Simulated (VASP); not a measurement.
# InSe (R3m) in VASP: single point with PBE

Aim: the single point of InSe with PBE.

Program: VASP 6.6.1. These are calculated values, not measurements. Logs are shortened: lines on timing, memory, paths and dates and some standing lists are left out, and cuts for length are marked.

### Step 1. The cell of the first run

It takes space group R3m (No. 160, trigonal). Conventional cell: a = 4.088 Å, b = 4.088 Å, c = 27.862 Å, α = 90.00°, β = 90.00°, γ = 120.00°. Within 3.5 Å of In (site symmetry 3m) lie 3 Se at 2.68 Å and 1 In at 2.83 Å. In (site symmetry 3m) has 3 Se at 2.68 Å and 1 In at 2.83 Å within 3.5 Å. Within 3.5 Å of Se (site symmetry 3m) lie 3 In at 2.68 Å. Se (site symmetry 3m) has 3 In at 2.68 Å within 3.5 Å.

### Step 2. Single point, PBE

INCAR

```
SYSTEM = InSe
PREC     = Accurate       ! precision mode
ENCUT    = 520            ! plane-wave cutoff, eV
EDIFF    = 1E-6           ! SCF threshold, eV
ISMEAR   = -1             ! smearing method
SIGMA    = 0.02           ! smearing width, eV
LREAL    = .False.        ! projectors in reciprocal space
LASPH    = .True.         ! aspherical terms in the spheres
NELM     = 100            ! most SCF steps
ALGO     = Normal         ! electronic algorithm
ISIF     = 2              ! what is computed and relaxed
LWAVE    = .False.        ! write WAVECAR
LCHARG   = .True.         ! write CHGCAR
GGA      = PE             ! functional
LELF     = .True.         ! ELF
LVHAR    = .True.       
NBANDS   = 27             ! bands
```

KPOINTS

```
Automatic mesh
0
Gamma
  7 7 7
  0 0 0
```

POSCAR

```
InSe
1.0
    2.0442052266      1.1802224379      9.2874530192
   -2.0442052266      1.1802224379      9.2874530192
    0.0000000000     -2.3604448757      9.2874530192
In Se
2 2
Direct
    0.0049588123      0.0049588123      0.0049588123
    0.1063710848      0.1063710848      0.1063710848
    0.6259568071      0.6259568071      0.6259568071
    0.8187132958      0.8187132958      0.8187132958
```

Potentials or basis: VASP PAW PBE potentials, release 64 (In_d, Se).

On the command line:

```console
$ cat potpaw_PBE.64/In_d/POTCAR potpaw_PBE.64/Se/POTCAR > POTCAR
$ mpirun -np 1 vasp_std > vasp.out
```

OUTCAR:

```text
SYSTEM = InSe
   PREC = Accurate
   ENCUT = 520
   EDIFF = 1E-6
   ISMEAR = -1
   LREAL = .False.
   LASPH = .True.
   NELM = 100
   ISIF = 2
   GGA = PE

 ion  position               nearest neighbor table
   1  0.005  0.005  0.005-   3 2.68   3 2.68   3 2.68   2 2.83
   2  0.106  0.106  0.106-   4 2.68   4 2.68   4 2.68   1 2.83
   3  0.626  0.626  0.626-   1 2.68   1 2.68   1 2.68
   4  0.819  0.819  0.819-   2 2.68   2 2.68   2 2.68

  LATTYP: Found a trigonal (rhomboedric) cell.
 ALAT       =     9.5827179649
 COS(alpha) =     0.9089873894

  Lattice vectors:

 A1 = (   2.0442052266,   1.1802224379,   9.2874530192)
 A2 = (  -2.0442052266,   1.1802224379,   9.2874530192)
 A3 = (   0.0000000000,  -2.3604448757,   9.2874530192)

Analysis of symmetry for initial positions (statically):
=====================================================================
 Subroutine PRICEL returns:
 Original cell was already a primitive cell.

 Routine SETGRP: Setting up the symmetry group for a
 trigonal (rhombohedral) supercell.

 Subroutine GETGRP returns: Found  6 space group operations
 (whereof  6 operations were pure point group operations)
 out of a pool of 12 trial point group operations.

The static configuration has the point symmetry C_3v.

Analysis of symmetry for dynamics (positions and initial velocities):
=====================================================================
 Subroutine PRICEL returns:
 Original cell was already a primitive cell.

 Routine SETGRP: Setting up the symmetry group for a
 trigonal (rhombohedral) supercell.

 Subroutine GETGRP returns: Found  6 space group operations
 (whereof  6 operations were pure point group operations)
 out of a pool of 12 trial point group operations.

The dynamic configuration has the point symmetry C_3v.

 Subroutine INISYM returns: Found  6 space group operations
 (whereof  6 operations are pure point group operations),
 and found     1 'primitive' translations

----------------------------------------------------------------------------------------

                                     Primitive cell

  volume of cell :     134.4424

  direct lattice vectors                    reciprocal lattice vectors
     2.044205227  1.180222438  9.287453019     0.244593837  0.141216318  0.035890715
    -2.044205227  1.180222438  9.287453019    -0.244593837  0.141216318  0.035890715
     0.000000000 -2.360444876  9.287453019     0.000000000 -0.282432635  0.035890715

  length of vectors
     9.582717965  9.582717965  9.582717965     0.284703946  0.284703946  0.284703946

  position of ions in fractional coordinates (direct lattice)
     0.004958812  0.004958812  0.004958812
     0.106371085  0.106371085  0.106371085
     0.625956807  0.625956807  0.625956807
     0.818713296  0.818713296  0.818713296

  ion indices of the primitive-cell ions
   primitive index   ion index
                 1           1
                 2           2
                 3           3
                 4           4

----------------------------------------------------------------------------------------

 KPOINTS: Automatic mesh

Automatic generation of k-mesh.
 Grid dimensions read from file:
 generate k-points for:    7    7    7

 Generating k-lattice:

  Cartesian coordinates                     Fractional coordinates (reciprocal lattice)
     0.034941977  0.020173760  0.005127245     0.142857143  0.000000000  0.000000000
    -0.034941977  0.020173760  0.005127245     0.000000000  0.142857143  0.000000000
     0.000000000 -0.040347519  0.005127245     0.000000000  0.000000000  0.142857143

  Length of vectors
     0.040671992  0.040671992  0.040671992

  Shift w.r.t. Gamma in fractional coordinates (k-lattice)
     0.000000000  0.000000000  0.000000000

 Subroutine IBZKPT returns following result:
 ===========================================

 Found     44 irreducible k-points:

 Following reciprocal coordinates:
            Coordinates               Weight
  0.000000  0.000000  0.000000      1.000000
  0.142857 -0.000000  0.000000      6.000000
  0.285714 -0.000000  0.000000      6.000000
  0.428571 -0.000000  0.000000      6.000000
  0.142857  0.142857  0.000000      6.000000
  0.285714  0.142857 -0.000000     12.000000
[... 16 lines left out ...]
  0.285714  0.285714  0.142857      6.000000
  0.428571  0.285714  0.142857     12.000000
 [... further k-points ...]
   k-points           NKPTS =     44   k-points in BZ     NKDIM =     44   number of bands    NBANDS=     27
   number of dos      NEDOS =    301   number of ions     NIONS =      4
   total plane-waves  NPLWV = 373248
   dimension x,y,z NGX =    72 NGY =   72 NGZ =   72
   dimension x,y,z NGXF=   144 NGYF=  144 NGZF=  144
   ions per type =               2   2
   NGX,Y,Z   is equivalent  to a cutoff of  12.49, 12.49, 12.49 a.u.
   NGXF,Y,Z  is equivalent  to a cutoff of  24.98, 24.98, 24.98 a.u.
 SYSTEM =  InSe
   PREC   = accura    normal or accurate (medium, high low for compatibility)
   ISTART =      0    job   : 0-new  1-cont  2-samecut
   ICHARG =      2    charge: 1-file 2-atom 10-const
   ISPIN  =      1    spin polarized calculation?
   LNONCOLLINEAR =      F non collinear calculations
   LSORBIT =      F    spin-orbit coupling
   LASPH  =      T    aspherical Exc in radial PAW
   ENCUT  =  520.0 eV  38.22 Ry    6.18 a.u.  17.82 17.82 17.82*2*pi/ulx,y,z
   NELM   =    100;   NELMIN=  2; NELMDL= -5     # of ELM steps
   EDIFF  = 0.1E-05   stopping-criterion for ELM
   LREAL  =      F    real-space projection
[... 7 lines left out ...]
   TEBEG  =    0.0;   TEEND  =   0.0 temperature during run
   PSTRESS=    0.0 pullay stress
   NELECT =      38.0000    total number of electrons
   NUPDOWN=      -1.0000    fix difference up-down
   EMIN   =  10.00;   EMAX   =-10.00  energy-range for DOS
   EFERMI =   0.00;   METHOD = LEGACY
   ISMEAR =    -1;   SIGMA  =   0.02  broadening in eV -4-tet -1-fermi 0-gaus
   EFERMI_NEDOS =   21; number of points for ismear=-14 and -15
   IALGO  =     38    algorithm
   IMIX   =      4    mixing-type and parameters
     AMIX     =   0.40;   BMIX     =  1.00
     AMIX_MAG =   1.60;   BMIX_MAG =  1.00
  volume/ion in A,a.u.               =      33.61       226.82
  Fermi-wavevector in a.u.,A,eV,Ry     =   1.074378  2.030281 15.705056  1.154289
  Thomas-Fermi vector in A             =   2.210205
   LORBIT       =      0    0 simple, 1 ext, 2 COOP (PROOUT), +10 PAW based schemes
   GGA     = PE    functional components
   LHFCALC =     F    Hartree Fock is set to
   AEXX    =    0.0000 exact exchange contribution
   IVDW    =     0    specifies the selected vdW correction
   LEPSILON=     F    determine dielectric tensor
   LRPA    =     F    only Hartree local field effects (RPA)
 non-spin polarized calculation
  energy-cutoff  :      520.00
  volume of cell :      134.44
 maximum number of plane-waves:      3644
   NGX = 35   NGY = 35   NGZ = 35

 number of electron      37.9999993 magnetization

 Free energy of the ion-electron system (eV)
  ---------------------------------------------------
  ext. energy  EPLUGINS =         0.00000000
  ---------------------------------------------------
  free energy    TOTEN  =       -14.22316949 eV

  energy without entropy =      -14.22316949  energy(sigma->0) =      -14.22316949

 E-fermi :   2.9310     XC(G=0):  -8.1691

 val. band max:        2.4771501831   @ k =   0.4286   0.4286   0.4286
 cond. band min:       3.3372576556   @ k =   0.4286   0.4286   0.4286
 fundamental gap:      0.8601074724
 Fermi energy:         2.9310011523

 k-point     1 :       0.0000    0.0000    0.0000
  band No.  band energies     occupation
      1     -11.8550      2.00000
      2     -11.6845      2.00000
      3     -11.6845      2.00000
      4     -11.6096      2.00000
      5     -11.6096      2.00000
      6     -11.6013      2.00000
[... 19 lines left out ...]
     26       8.3590      0.00000
     27       9.2638      0.00000

 k-point     2 :       0.1429   -0.0000    0.0000
  band No.  band energies     occupation
      1     -11.8553      2.00000
      2     -11.7365      2.00000
      3     -11.6820      2.00000
      4     -11.6697      2.00000
      5     -11.6057      2.00000
      6     -11.5976      2.00000
[... 19 lines left out ...]
     26       8.6748      0.00000
     27       9.1773      0.00000

 k-point     3 :       0.2857   -0.0000    0.0000
  band No.  band energies     occupation
      1     -11.8879      2.00000
      2     -11.7959      2.00000
      3     -11.7764      2.00000
      4     -11.6803      2.00000
      5     -11.6153      2.00000
      6     -11.5707      2.00000
[... 19 lines left out ...]
     26       9.2888      0.00000
     27       9.7601      0.00000

 k-point     4 :       0.4286   -0.0000    0.0000
  band No.  band energies     occupation
      1     -11.9422      2.00000
      2     -11.8447      2.00000
      3     -11.8003      2.00000
      4     -11.6813      2.00000
      5     -11.6228      2.00000
      6     -11.5494      2.00000
[... 19 lines left out ...]
     26       9.4055      0.00000
     27      10.0600      0.00000

 k-point     5 :       0.1429    0.1429    0.0000
  band No.  band energies     occupation
      1     -11.8553      2.00000
      2     -11.7364      2.00000
      3     -11.6821      2.00000
      4     -11.6698      2.00000
      5     -11.6057      2.00000
      6     -11.5976      2.00000
[... 19 lines left out ...]
     26       8.6666      0.00000
     27       9.2008      0.00000

 k-point     6 :       0.2857    0.1429   -0.0000
  band No.  band energies     occupation
      1     -11.8710      2.00000
      2     -11.7876      2.00000
      3     -11.7481      2.00000
      4     -11.6825      2.00000
      5     -11.6098      2.00000
      6     -11.5808      2.00000
[... 444 lines left out ...]
      1     -11.9422      2.00000
      2     -11.8447      2.00000
      3     -11.8003      2.00000
      4     -11.6813      2.00000
      5     -11.6228      2.00000
      6     -11.5494      2.00000
[... 19 lines left out ...]
     26       9.4727      0.00000
     27      10.1990      0.00000

 k-point    22 :      -0.1429    0.1429    0.1429
  band No.  band energies     occupation
      1     -11.8879      2.00000
      2     -11.7960      2.00000
      3     -11.7764      2.00000
      4     -11.6803      2.00000
      5     -11.6153      2.00000
      6     -11.5707      2.00000
[... 19 lines left out ...]
     26       9.3164      0.00000
     27       9.7107      0.00000

 k-point    23 :       0.2857    0.2857    0.1429
  band No.  band energies     occupation
      1     -11.8552      2.00000
      2     -11.7360      2.00000
      3     -11.6821      2.00000
      4     -11.6703      2.00000
      5     -11.6056      2.00000
      6     -11.5976      2.00000
[... 19 lines left out ...]
     26       8.6756      0.00000
     27       9.3578      0.00000

 k-point    24 :       0.4286    0.2857    0.1429
  band No.  band energies     occupation
      1     -11.8707      2.00000
      2     -11.7872      2.00000
      3     -11.7489      2.00000
      4     -11.6825      2.00000
      5     -11.6098      2.00000
      6     -11.5808      2.00000
[... 19 lines left out ...]
     26       9.3955      0.00000
     27       9.7845      0.00000

 [... further k-points ...]
[... 5 lines left out ...]
  --------------------------------------------------------------------------------------
  -------------------------------------------------------------------------------------
  Total        0.0204507      0.0204507      0.0284066     -0.0000000      0.0000000      0.0000000
  in kB        0.2437152      0.2437152      0.3385268     -0.0000000      0.0000000      0.0000000
  external PRESSURE =       0.2753191 kB  Pullay stress =       0.0000000 kB

 VOLUME and BASIS-vectors are now :
 -----------------------------------------------------------------------------
  energy-cutoff  :      520.00
  volume of cell :      134.44
      direct lattice vectors                 reciprocal lattice vectors
     2.044205227  1.180222438  9.287453019     0.244593837  0.141216318  0.035890715
    -2.044205227  1.180222438  9.287453019    -0.244593837  0.141216318  0.035890715
     0.000000000 -2.360444876  9.287453019     0.000000000 -0.282432635  0.035890715

 POSITION                                       TOTAL-FORCE (eV/Angst)
 -----------------------------------------------------------------------------------
      0.00000      0.00000      0.13816         0.000000      0.000000      0.011644
      0.00000      0.00000      2.96375         0.000000     -0.000000     -0.011012
      0.00000      0.00000     17.44063         0.000000     -0.000000     -0.012702
      0.00000      0.00000     22.81128         0.000000      0.000000      0.012070
 -----------------------------------------------------------------------------------
    total drift:                                0.000000     -0.000000      0.000621

  FREE ENERGIE OF THE ION-ELECTRON SYSTEM (eV)
  ---------------------------------------------------
  free  energy   TOTEN  =       -14.2231694940 eV

  energy  without entropy=      -14.2231694940  energy(sigma->0) =      -14.22316949
```

Run time: 13 min. Hardware: 1 thread of AMD EPYC 7R43 (Zen 3), shared host; peak memory 0.71 GiB.

Results:

| Quantity | Value |
| --- | --- |
| Free energy | -14.2232 eV |
| Pressure | 0.0 GPa |
| Largest force | 0.013 eV/Å |
| Band gap on the k mesh | 0.86 eV, direct |

Forces in eV/Å, atoms in the order of the input:
```
In   0.000  0.000  0.012
In   0.000  0.000 -0.011
Se   0.000  0.000 -0.013
Se   0.000  0.000  0.012
```

Levels at points of the mesh, in eV from the valence-band top:
| k point | band 17 | band 18 | band 19 | band 20 | band 21 | band 22 |
| --- | --- | --- | --- | --- | --- | --- |
| (0.00, 0.00, 0.00) | -0.83 | -0.83 | -0.72 | 1.49 | 2.30 | 4.59 |

Caveat: spin-orbit coupling is left out, which moves the levels of the heavy elements. A k mesh can miss the band edges.
